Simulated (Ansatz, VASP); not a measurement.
Al2Ru: VASP beside Ansatz

```
Al Ru
1.0
     0.00000    3.99789    4.39518
     2.28556    0.00000    4.39518
     2.28556    3.99789    0.00000
Al Ru
4 2
Direct
  0.07890 0.42110 0.07890
  0.42110 0.07890 0.42110
  0.17110 0.82890 0.17110
  0.82890 0.17110 0.82890
  0.75000 0.75000 0.75000
  0.50000 0.50000 0.50000
```

Change from the starting cell: volume 13.387 Å^3 an atom, stretch along a over the lengths across it, relative to the relaxed cell 0.9703.

Alike in both runs: task single point; functional LDA; k mesh 10 × 10 × 10; occupations gaussian, width 0.03 eV; no spin polarisation.

```csv
,VASP,Ansatz
version,VASP 6.6.1,Ansatz 0.2.0
potentials or method,"VASP PAW LDA potentials, release 64 (Al, Ru_pv), cutoff 520 eV","scalar-relativistic, plane waves, PAW"
valence electrons in the cell,40,44
```

VASP gave:

```
gap on the k mesh at the Fermi level (eV)                     : none
pressure (GPa)                                                : 0.7
traceless stress, the component that is largest in VASP (GPa) : 5.94
rms of the force components (eV/Å)                            : 0.061
```

Task: Which values does Ansatz return?

Result: gap on the k mesh at the Fermi level (eV): none; pressure (GPa): 0.2; traceless stress, the component that is largest in VASP (GPa): 5.91; rms of the force components (eV/Å): 0.059.

Ansatz warns that its potentials were made for another functional, while VASP's fit it. LDA's correlation is that of Perdew and Zunger in VASP and of Perdew and Wang (1992) in Ansatz. Atom by atom the forces differ by 0.002 eV/Å (rms over components). A gap of «none» marks a metal or a gap that the smearing closes. VASP's potentials hold 40 valence electrons a cell and Ansatz's 44, so a difference there can come from the potentials and not from the codes.
